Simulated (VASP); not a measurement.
Input of a VASP 6.6.1 run:

The input INCAR:

```
PREC = Accurate
ENCUT = 600
EDIFF = 1E-6
ISMEAR = 0
SIGMA = 0.01
LREAL = F
LASPH = T
NELM = 120
ALGO = Normal
ISIF = 2
LWAVE = F
LCHARG = F
GGA = PE
IVDW = 13
NBANDS = 11
GGA_COMPAT = F
```

The input KPOINTS:

```
regular mesh
0
Gamma
  5 5 5
```

POSCAR

```
MgSe
1.0
    0.0000000000      2.7255000000      2.7255000000
    2.7255000000      0.0000000000      2.7255000000
    2.7255000000      2.7255000000      0.0000000000
Mg Se
1 1
Direct
    0.0000000000      0.0000000000      0.0000000000
    0.5000000000      0.5000000000      0.5000000000
```

Potentials or basis: VASP PAW PBE potentials, release 64 (Mg, Se).

Command:

```sh
$ cat potpaw_PBE.64/Mg/POTCAR potpaw_PBE.64/Se/POTCAR > POTCAR
$ mpirun -np 1 vasp_std > vasp.out
```

(1) Predict the dispersion energy per atom.

(2) Predict the pressure.

(3) Estimate the band gap on the k mesh.

## Answers

(1) -0.305 eV.

(2) -0.3 GPa.

(3) 2.20 eV, indirect (least direct gap 2.59 eV).
